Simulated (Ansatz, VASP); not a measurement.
# One calculation of C, two programs

```xyz
2
Lattice="0.0000 1.7834 1.7834 1.7834 0.0000 1.7834 1.7834 1.7834 0.0000" Properties=species:S:1:pos:R:3 pbc="T T T"
C     2.6751    2.6751    2.6751
C     1.7834    1.7834    1.7834
```

Alike in both runs: task single point; functional LDA; k mesh 13 × 13 × 13; occupations fermi-dirac, width 0.05 eV; no spin polarisation.

|  | VASP | Ansatz |
| --- | --- | --- |
| version | VASP 6.6.1 | Ansatz 0.2.0 |
| potentials or method | VASP PAW LDA potentials, release 64 (C) | Ansatz PAW |
| plane-wave cutoff (eV) | 520 | 420 |
| valence electrons in the cell | 8 | 8 |

Ansatz gave:

- gap on the k mesh at the Fermi level (eV): 4.11
- least direct gap on the mesh (eV): 5.54
- pressure (GPa): -13.1

Problem. Which values does VASP return?

Solution. gap on the k mesh at the Fermi level (eV): 4.11; least direct gap on the mesh (eV): 5.54; pressure (GPa): -11.6.

LDA's correlation is that of Perdew and Zunger in VASP and of Perdew and Wang (1992) in Ansatz.

Noted on Ansatz's run: Pulay correction over one GPa; odd divisions of the mesh miss points on the zone boundary, where band edges often lie, so the gap on the mesh can be too wide.
